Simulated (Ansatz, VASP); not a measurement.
BAs: VASP beside Ansatz

```
B As
1.0
     3.36586    0.00000    0.00000
    -1.68293    2.91492    0.00000
     0.00000    0.00000    8.74459
B As
2 2
Cartesian
  0.0000 1.9433 2.1861
  1.6829 0.9716 6.5584
  1.6829 0.9716 2.1861
  0.0000 1.9433 6.5584
```

Alike in both runs: task single point; functional r2SCAN; k mesh 9 × 9 × 4; no spin polarisation.

```csv
,VASP,Ansatz
version,VASP 6.6.1,Ansatz 0.2.0
potentials or method,"VASP PAW PBE potentials, release 64 (B, As_d)","plane waves, PAW"
plane-wave cutoff (eV),660,500
occupations,"gaussian, width 0.01 eV",fixed
valence electrons in the cell,36,36
```

Ansatz gave:

```
gap on the k mesh at the Fermi level (eV)                     : 0.95
pressure (GPa)                                                : 0.0
traceless stress, the component that is largest in VASP (GPa) : -0.04
```

Question: Which values does VASP return?

Answer: gap on the k mesh at the Fermi level (eV): 0.97; pressure (GPa): 0.1; traceless stress, the component that is largest in VASP (GPa): -0.18.

VASP's potentials were made for PBE, not for r2SCAN.
